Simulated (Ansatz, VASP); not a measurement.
## One calculation of In2O3, two programs

```
CELL_PARAMETERS angstrom
2.78762 1.60943 4.91903
-2.78762 1.60943 4.91903
0.00000 -3.21886 4.91903
ATOMIC_POSITIONS crystal
In 0.64280 0.64280 0.64280
In 0.85720 0.85720 0.85720
In 0.35720 0.35720 0.35720
In 0.14280 0.14280 0.14280
O 0.04657 0.75000 0.45343
O 0.75000 0.45343 0.04657
O 0.45343 0.04657 0.75000
O 0.95343 0.25000 0.54657
O 0.54657 0.95343 0.25000
O 0.25000 0.54657 0.95343
```

Alike in both runs: functional PBE; k mesh 6 × 6 × 6; occupations gaussian, width 0.02 eV; no spin polarisation.

Ansatz relaxed the structure, and its values are those at the end. VASP's run is a single point on that final structure, the one shown.

|  | VASP | Ansatz |
| --- | --- | --- |
| version | VASP 6.6.1 | Ansatz 0.2.0 |
| potentials or method | VASP PAW PBE potentials, release 64 (In_d, O), cutoff 520 eV | scalar-relativistic, plane waves, PAW |
| valence electrons in the cell | 88 | 88 |

|  | VASP | Ansatz | Ansatz less VASP |
| --- | --- | --- | --- |
| gap on the k mesh at the Fermi level (eV) | 0.96 | 0.97 | +0.007 |
| least direct gap on the mesh (eV) | 1.04 | 1.04 | +0.007 |
| pressure (GPa) | 0.4 | 0.0 | -0.40 |
| rms of the force components (eV/Å) | 0.007 | 0.001 | -0.0064 |

The functional is the same, so the differences come from potentials, cutoffs and numerics.
